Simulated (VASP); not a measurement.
# ZrNb2N3 (R-3m) in VASP: further runs

The runs below take ZrNb2N3 through single point, with PBE.

All numbers are computed with VASP 6.6.1; they aren't measurements. Logs are shortened: lines on timing, memory, paths and dates and some standing lists are left out, and cuts for length are marked.

## 1. The cell of the first run

It takes space group R-3m (No. 166, trigonal). The conventional cell has a = 5.531 Å, b = 5.531 Å, c = 9.405 Å, α = 90.00°, β = 90.00°, γ = 120.00°. Within 3.0 Å of Zr (site symmetry -3m) lie 6 N at 2.24 Å and 2 Nb at 2.84 Å. Nb (site symmetry 3m) has 3 N at 2.04 Å within 2.7 Å. N (site symmetry 2/m) has 2 Nb at 2.04 Å and 2 Zr at 2.24 Å and 4 N at 2.77 Å within 2.8 Å.

The cell was built from a structure type or drawn by symmetry, and may not be a known phase.

## 2. Single point, PBE

The input, INCAR:

```
SYSTEM = ZrNb2N3
PREC     = Accurate       ! precision mode
ENCUT    = 600            ! plane-wave cutoff, eV
EDIFF    = 1E-6           ! SCF threshold, eV
ISMEAR   = 0              ! smearing method
SIGMA    = 0.15           ! smearing width, eV
LREAL    = .FALSE.        ! projectors in reciprocal space
LASPH    = .TRUE.         ! aspherical terms in the spheres
NELM     = 120            ! most SCF steps
ALGO     = Normal         ! electronic algorithm
ISIF     = 2              ! what is computed and relaxed
LWAVE    = .FALSE.        ! write WAVECAR
LCHARG   = .TRUE.         ! write CHGCAR
GGA      = PE             ! functional
LELF     = .TRUE.         ! ELF
LVHAR    = .TRUE.       
NBANDS   = 36             ! bands
GGA_COMPAT= .FALSE.
```

The input, KPOINTS:

```
regular mesh
0
G
  3 3 3
  0 0 0
```

The input, POSCAR:

```
ZrNb2N3
1.0
    2.7654677040      1.5966435246      3.1348377267
   -2.7654677040      1.5966435246      3.1348377267
    0.0000000000     -3.1932870454      3.1348377287
Zr Nb N
1 2 3
Direct
    0.5000000000      0.5000000000      0.5000000000
    0.1979566012      0.1979566012      0.1979566012
    0.8020433988      0.8020433988      0.8020433988
    0.0000000000      0.5000000000      0.5000000000
    0.5000000000      0.5000000000      0.0000000000
    0.5000000000      0.0000000000      0.5000000000
```

Potentials or basis: VASP PAW PBE potentials, release 64 (Zr_sv, Nb_sv, N).

The run is started by

```console
$ cat potpaw_PBE.64/Zr_sv/POTCAR potpaw_PBE.64/Nb_sv/POTCAR potpaw_PBE.64/N/POTCAR > POTCAR
$ mpirun -np 1 vasp_std > vasp.out
```

OUTCAR:

```text
SYSTEM = ZrNb2N3
   PREC = Accurate
   ENCUT = 600
   EDIFF = 1E-6
   ISMEAR = 0
   LREAL = .FALSE.
   LASPH = .TRUE.
   NELM = 120
   ISIF = 2
   GGA = PE

 ion  position               nearest neighbor table
   1  0.500  0.500  0.500-   4 2.24   6 2.24   6 2.24   4 2.24   5 2.24   5 2.24   2 2.84   3 2.84
                             3 3.21   2 3.21   3 3.21   2 3.21   3 3.21   2 3.21
   2  0.198  0.198  0.198-   5 2.04   4 2.04   6 2.04   1 2.84   1 3.21   1 3.21   1 3.21
   3  0.802  0.802  0.802-   5 2.04   4 2.04   6 2.04   1 2.84   1 3.21   1 3.21   1 3.21
   4  0.000  0.500  0.500-   2 2.04   3 2.04   1 2.24   1 2.24
   5  0.500  0.500  0.000-   2 2.04   3 2.04   1 2.24   1 2.24
   6  0.500  0.000  0.500-   2 2.04   3 2.04   1 2.24   1 2.24

  LATTYP: Found a trigonal (rhomboedric) cell.
 ALAT       =     4.4748508064
 COS(alpha) =     0.2361465279

  Lattice vectors:

 A1 = (   2.7654677040,   1.5966435246,   3.1348377267)
 A2 = (  -2.7654677040,   1.5966435246,   3.1348377267)
 A3 = (   0.0000000000,  -3.1932870454,   3.1348377287)

Analysis of symmetry for initial positions (statically):
=====================================================================
 Subroutine PRICEL returns:
 Original cell was already a primitive cell.

 Routine SETGRP: Setting up the symmetry group for a
 trigonal (rhombohedral) supercell.

 Subroutine GETGRP returns: Found 12 space group operations
 (whereof 12 operations were pure point group operations)
 out of a pool of 12 trial point group operations.

The static configuration has the point symmetry D_3d.

Analysis of symmetry for dynamics (positions and initial velocities):
=====================================================================
 Subroutine PRICEL returns:
 Original cell was already a primitive cell.

 Routine SETGRP: Setting up the symmetry group for a
 trigonal (rhombohedral) supercell.

 Subroutine GETGRP returns: Found 12 space group operations
 (whereof 12 operations were pure point group operations)
 out of a pool of 12 trial point group operations.

The dynamic configuration has the point symmetry D_3d.

 Subroutine INISYM returns: Found 12 space group operations
 (whereof 12 operations are pure point group operations),
 and found     1 'primitive' translations

----------------------------------------------------------------------------------------

                                     Primitive cell

  volume of cell :      83.0506

  direct lattice vectors                    reciprocal lattice vectors
     2.765467704  1.596643525  3.134837727     0.180801244  0.104385647  0.106331926
    -2.765467704  1.596643525  3.134837727    -0.180801244  0.104385647  0.106331926
     0.000000000 -3.193287045  3.134837729     0.000000000 -0.208771293  0.106331926

  length of vectors
     4.474850806  4.474850806  4.474850806     0.234290272  0.234290272  0.234290272

  position of ions in fractional coordinates (direct lattice)
     0.500000000  0.500000000  0.500000000
     0.197956601  0.197956601  0.197956601
     0.802043399  0.802043399  0.802043399
     0.000000000  0.500000000  0.500000000
     0.500000000  0.500000000  0.000000000
     0.500000000  0.000000000  0.500000000

  ion indices of the primitive-cell ions
   primitive index   ion index
                 1           1
                 2           2
                 3           3
                 4           4
                 5           5
                 6           6

----------------------------------------------------------------------------------------

 KPOINTS: regular mesh

Automatic generation of k-mesh.
 Grid dimensions read from file:
 generate k-points for:    3    3    3

 Generating k-lattice:

  Cartesian coordinates                     Fractional coordinates (reciprocal lattice)
     0.060267081  0.034795216  0.035443975     0.333333333 -0.000000000  0.000000000
    -0.060267081  0.034795216  0.035443975    -0.000000000  0.333333333  0.000000000
     0.000000000 -0.069590431  0.035443975     0.000000000  0.000000000  0.333333333

  Length of vectors
     0.078096757  0.078096757  0.078096757

  Shift w.r.t. Gamma in fractional coordinates (k-lattice)
     0.000000000  0.000000000  0.000000000

 Subroutine IBZKPT returns following result:
 ===========================================

 Found      6 irreducible k-points:

 Following reciprocal coordinates:
            Coordinates               Weight
  0.000000  0.000000  0.000000      1.000000
  0.333333  0.000000 -0.000000      6.000000
  0.333333  0.333333 -0.000000      6.000000
 -0.333333  0.333333  0.000000      6.000000
  0.333333  0.333333  0.333333      2.000000
 -0.333333  0.333333  0.333333      6.000000
   k-points           NKPTS =      6   k-points in BZ     NKDIM =      6   number of bands    NBANDS=     36
   number of dos      NEDOS =    301   number of ions     NIONS =      6
   total plane-waves  NPLWV =  46656
   dimension x,y,z NGX =    36 NGY =   36 NGZ =   36
   dimension x,y,z NGXF=    72 NGYF=   72 NGZF=   72
   ions per type =               1   2   3
   NGX,Y,Z   is equivalent  to a cutoff of  13.37, 13.37, 13.37 a.u.
   NGXF,Y,Z  is equivalent  to a cutoff of  26.75, 26.75, 26.75 a.u.
 SYSTEM =  ZrNb2N3
   PREC   = accura    normal or accurate (medium, high low for compatibility)
   ISTART =      0    job   : 0-new  1-cont  2-samecut
   ICHARG =      2    charge: 1-file 2-atom 10-const
   ISPIN  =      1    spin polarized calculation?
   LNONCOLLINEAR =      F non collinear calculations
   LSORBIT =      F    spin-orbit coupling
   LASPH  =      T    aspherical Exc in radial PAW
   ENCUT  =  600.0 eV  44.10 Ry    6.64 a.u.   8.94  8.94  8.94*2*pi/ulx,y,z
   NELM   =    120;   NELMIN=  2; NELMDL= -5     # of ELM steps
   EDIFF  = 0.1E-05   stopping-criterion for ELM
   LREAL  =      F    real-space projection
   EDIFFG = 0.1E-04   stopping-criterion for IOM
   NSW    =      0    number of steps for IOM
   IBRION =     -1    ionic relax: 0-MD 1-quasi-New 2-CG
   NFREE  =      0    steps in history (QN), initial steepest desc. (CG)
   ISIF   =      2    stress and relaxation
   ISYM   =      2    0-nonsym 1-usesym 2-fastsym
   POTIM  = 0.5000    time-step for ionic-motion
   TEBEG  =    0.0;   TEEND  =   0.0 temperature during run
   PSTRESS=    0.0 pullay stress
   NELECT =      53.0000    total number of electrons
   NUPDOWN=      -1.0000    fix difference up-down
   EMIN   =  10.00;   EMAX   =-10.00  energy-range for DOS
   EFERMI =   0.00;   METHOD = LEGACY
   ISMEAR =     0;   SIGMA  =   0.15  broadening in eV -4-tet -1-fermi 0-gaus
   EFERMI_NEDOS =   21; number of points for ismear=-14 and -15
   IALGO  =     38    algorithm
   IMIX   =      4    mixing-type and parameters
     AMIX     =   0.40;   BMIX     =  1.00
     AMIX_MAG =   1.60;   BMIX_MAG =  1.00
  volume/ion in A,a.u.               =      13.84        93.41
  Fermi-wavevector in a.u.,A,eV,Ry     =   1.409459  2.663492 27.028996  1.986575
  Thomas-Fermi vector in A             =   2.531513
   LORBIT       =      0    0 simple, 1 ext, 2 COOP (PROOUT), +10 PAW based schemes
   GGA     = PE    functional components
   LHFCALC =     F    Hartree Fock is set to
   AEXX    =    0.0000 exact exchange contribution
   IVDW    =     0    specifies the selected vdW correction
   LEPSILON=     F    determine dielectric tensor
   LRPA    =     F    only Hartree local field effects (RPA)
 non-spin polarized calculation
 Gauss-broadening in eV      SIGMA  =   0.15
  energy-cutoff  :      600.00
  volume of cell :       83.05
 maximum number of plane-waves:      2780
   NGX = 17   NGY = 17   NGZ = 17

 number of electron      53.0000000 magnetization

 Free energy of the ion-electron system (eV)
  ---------------------------------------------------
  ext. energy  EPLUGINS =         0.00000000
  ---------------------------------------------------
  free energy    TOTEN  =       -56.75064679 eV

  energy without entropy =      -56.72402995  energy(sigma->0) =      -56.73733837

 E-fermi :   9.4849     XC(G=0): -11.6794

 val. band max:        9.2857913277   @ k =   0.3333   0.3333  -0.0000
 cond. band min:       9.5737658375   @ k =  -0.3333   0.3333   0.0000
 fundamental gap:      0.2879745098
 Fermi energy:         9.4848512537

 k-point     1 :       0.0000    0.0000    0.0000
  band No.  band energies     occupation
      1     -46.1517      2.00000
      2     -46.1130      2.00000
      3     -39.4832      2.00000
      4     -22.3808      2.00000
      5     -22.3702      2.00000
      6     -22.3700      2.00000
[... 28 lines left out ...]
     35      12.5214      0.00000
     36      13.6627      0.00000

 k-point     2 :       0.3333    0.0000   -0.0000
  band No.  band energies     occupation
      1     -46.1430      2.00000
      2     -46.1211      2.00000
      3     -39.4833      2.00000
      4     -22.3996      2.00000
      5     -22.3647      2.00000
      6     -22.3583      2.00000
[... 28 lines left out ...]
     35      12.4029      0.00000
     36      13.8784      0.00000

 k-point     3 :       0.3333    0.3333   -0.0000
  band No.  band energies     occupation
      1     -46.1419      2.00000
      2     -46.1217      2.00000
      3     -39.4831      2.00000
      4     -22.4148      2.00000
      5     -22.4059      2.00000
      6     -22.3879      2.00000
[... 28 lines left out ...]
     35      13.1583      0.00000
     36      14.0748      0.00000

 k-point     4 :      -0.3333    0.3333    0.0000
  band No.  band energies     occupation
      1     -46.1327      2.00000
      2     -46.1308      2.00000
      3     -39.4833      2.00000
      4     -22.4098      2.00000
      5     -22.4003      2.00000
      6     -22.3684      2.00000
[... 28 lines left out ...]
     35      12.5994      0.00000
     36      13.3874      0.00000

 k-point     5 :       0.3333    0.3333    0.3333
  band No.  band energies     occupation
      1     -46.1474      2.00000
      2     -46.1157      2.00000
      3     -39.4826      2.00000
      4     -22.4393      2.00000
      5     -22.3544      2.00000
      6     -22.3544      2.00000
[... 28 lines left out ...]
     35      13.0209      0.00000
     36      13.1423      0.00000

 k-point     6 :      -0.3333    0.3333    0.3333
  band No.  band energies     occupation
      1     -46.1398      2.00000
      2     -46.1231      2.00000
      3     -39.4829      2.00000
      4     -22.4651      2.00000
      5     -22.3764      2.00000
      6     -22.3609      2.00000
[... 28 lines left out ...]
     35      13.3452      0.00000
     36      13.5135      0.00000

------------------------ aborting loop because EDIFF is reached ----------------------------------------

  FORCE on cell =-STRESS in cart. coord.  units (eV):
  Direction    XX          YY          ZZ          XY          YZ          ZX
  --------------------------------------------------------------------------------------
  -------------------------------------------------------------------------------------
  Total       -0.0208205     -0.0208205     -0.1361877      0.0000000     -0.0000000      0.0000000
  in kB       -0.4016595     -0.4016595     -2.6272756      0.0000000     -0.0000000      0.0000000
  external PRESSURE =      -1.1435316 kB  Pullay stress =       0.0000000 kB

 VOLUME and BASIS-vectors are now :
 -----------------------------------------------------------------------------
  energy-cutoff  :      600.00
  volume of cell :       83.05
      direct lattice vectors                 reciprocal lattice vectors
     2.765467704  1.596643525  3.134837727     0.180801244  0.104385647  0.106331926
    -2.765467704  1.596643525  3.134837727    -0.180801244  0.104385647  0.106331926
     0.000000000 -3.193287045  3.134837729     0.000000000 -0.208771293  0.106331926

 POSITION                                       TOTAL-FORCE (eV/Angst)
 -----------------------------------------------------------------------------------
      0.00000      0.00000      4.70226         0.000000      0.000000     -0.000000
      0.00000      0.00000      1.86169        -0.000000      0.000000      0.026803
      0.00000      0.00000      7.54283        -0.000000     -0.000000     -0.026803
     -1.38273     -0.79832      3.13484        -0.000000      0.000000     -0.000000
      0.00000      1.59664      3.13484         0.000000      0.000000     -0.000000
      1.38273     -0.79832      3.13484        -0.000000      0.000000     -0.000000
 -----------------------------------------------------------------------------------
    total drift:                               -0.000000     -0.000000      0.000000

  FREE ENERGIE OF THE ION-ELECTRON SYSTEM (eV)
  ---------------------------------------------------
  free  energy   TOTEN  =       -56.7506467888 eV

  energy  without entropy=      -56.7240299477  energy(sigma->0) =      -56.73733837
```

Wall time 23 s (1 thread of AMD EPYC 7R13 (Zen 3), shared host); peak memory 0.18 GiB.

Results:

- Free energy: -56.7506 eV
- Pressure: -0.1 GPa
- Largest force: 0.027 eV/Å
- Band gap on the k mesh: zero (an odd number of electrons rules out a gap without spin polarisation)

Forces in eV/Å, atoms in the order of the input:
```
Zr   0.000  0.000  0.000
Nb   0.000  0.000  0.027
Nb   0.000  0.000 -0.027
N    0.000  0.000  0.000
N    0.000  0.000  0.000
N    0.000  0.000  0.000
```

Stress tensor (GPa, compression positive):
```
-0.04  0.00  0.00
 0.00 -0.04  0.00
 0.00  0.00 -0.26
```

Caveat: the k points lie up to 0.49 Å⁻¹ apart, too coarse for converged energies and pressures of a metal.

## 3. Single point, PBE

The input, INCAR:

```
ALGO = Normal
EDIFF = 1E-6
ENCUT = 600
GGA = PE
GGA_COMPAT = False
ISIF = 2
ISMEAR = 0
LASPH = True
LCHARG = False
LREAL = False
LWAVE = False
NBANDS = 36
NELM = 120
PREC = Accurate
SIGMA = 0.15
```

The input, KPOINTS:

```
k-points
0
Gamma
  3 3 3
```

The input, POSCAR:

```
ZrNb2N3
1.0
    2.7671263567      1.5976011469      3.1338837505
   -2.7671263567      1.5976011469      3.1338837505
    0.0000000000     -3.1952022938      3.1338837505
Zr Nb N
1 2 3
Direct
    0.0000000000      0.0000000000      0.0000000000
    0.6980009936      0.6980009936      0.6980009936
    0.3019990064      0.3019990064      0.3019990064
    0.0000000000      0.5000000000      0.0000000000
    0.5000000000      0.0000000000      0.0000000000
    0.0000000000      0.0000000000      0.5000000000
```

Potentials or basis: VASP PAW PBE potentials, release 64 (Zr_sv, Nb_sv, N).

The run is started by

```console
$ cat potpaw_PBE.64/Zr_sv/POTCAR potpaw_PBE.64/Nb_sv/POTCAR potpaw_PBE.64/N/POTCAR > POTCAR
$ mpirun -np 1 vasp_std > vasp.out
```

OUTCAR:

```text
EDIFF = 1E-6
   ENCUT = 600
   GGA = PE
   ISIF = 2
   ISMEAR = 0
   LASPH = True
   LREAL = False
   NELM = 120
   PREC = Accurate

 ion  position               nearest neighbor table
   1  0.000  0.000  0.000-   6 2.24   6 2.24   4 2.24   5 2.24   4 2.24   5 2.24   2 2.84   3 2.84
                             3 3.21   2 3.21   3 3.21   2 3.21   3 3.21   2 3.21
   2  0.698  0.698  0.698-   6 2.04   5 2.04   4 2.04   1 2.84   1 3.21   1 3.21   1 3.21
[... 424 lines left out ...]
  -------------------------------------------------------------------------------------
  Total       -0.1148011     -0.1148011     -0.1144359      0.0000000      0.0000000      0.0000000
  in kB       -2.2127140     -2.2127140     -2.2056743      0.0000000      0.0000000      0.0000000
  external PRESSURE =      -2.2103675 kB  Pullay stress =       0.0000000 kB

 VOLUME and BASIS-vectors are now :
 -----------------------------------------------------------------------------
  energy-cutoff  :      600.00
  volume of cell :       83.12
      direct lattice vectors                 reciprocal lattice vectors
     2.767126357  1.597601147  3.133883750     0.180692869  0.104323077  0.106364294
    -2.767126357  1.597601147  3.133883750    -0.180692869  0.104323077  0.106364294
     0.000000000 -3.195202294  3.133883750     0.000000000 -0.208646153  0.106364294

 POSITION                                       TOTAL-FORCE (eV/Angst)
 -----------------------------------------------------------------------------------
      0.00000      0.00000      0.00000        -0.000000     -0.000000      0.000000
      0.00000      0.00000      6.56236        -0.000000     -0.000000      0.017106
      0.00000      0.00000      2.83929        -0.000000     -0.000000     -0.017106
     -1.38356      0.79880      1.56694        -0.000000     -0.000000     -0.000000
      1.38356      0.79880      1.56694        -0.000000      0.000000     -0.000000
      0.00000     -1.59760      1.56694         0.000000      0.000000      0.000000
 -----------------------------------------------------------------------------------
    total drift:                                0.000000     -0.000000     -0.000000

  FREE ENERGIE OF THE ION-ELECTRON SYSTEM (eV)
  ---------------------------------------------------
  free  energy   TOTEN  =       -56.7506681730 eV

  energy  without entropy=      -56.7239930602  energy(sigma->0) =      -56.73733062
```

stdout:

```text
POSCAR found type information on POSCAR ZrNbN
 POSCAR found :  3 types and       6 ions
 scaLAPACK will be used
 LDA part: xc-table for (Slater+PW92), standard interpolation
 POSCAR, INCAR and KPOINTS ok, starting setup
 FFT: planning ... GRIDC
 FFT: planning ... GRID_SOFT
 FFT: planning ... GRID
 WAVECAR not read
 entering main loop
```

Wall time 22 s (1 thread of AMD EPYC 7R13 (Zen 3), shared host); peak memory 0.18 GiB.

What came out:

```
Free energy            : -56.7507 eV
Pressure               : -0.2 GPa
Largest force          : 0.017 eV/Å
Band gap on the k mesh : zero (an odd number of electrons rules out a gap without spin polarisation)
```

Forces in eV/Å, atoms in the order of the input:
```
Zr   0.000  0.000  0.000
Nb   0.000  0.000  0.017
Nb   0.000  0.000 -0.017
N    0.000  0.000  0.000
N    0.000  0.000  0.000
N    0.000  0.000  0.000
```

Levels at points of the mesh, in eV from the Fermi level:
```
           k point  band 22  band 23  band 24  band 25  band 26  band 27  band 28  band 29  band 30  band 31
(0.00, 0.00, 0.00)    -2.98    -1.85    -1.85    -1.48    -0.81    -0.81    -0.36    -0.36    -0.24     2.84
```

Caveat: the k points lie up to 0.49 Å⁻¹ apart, too coarse for converged energies and pressures of a metal.
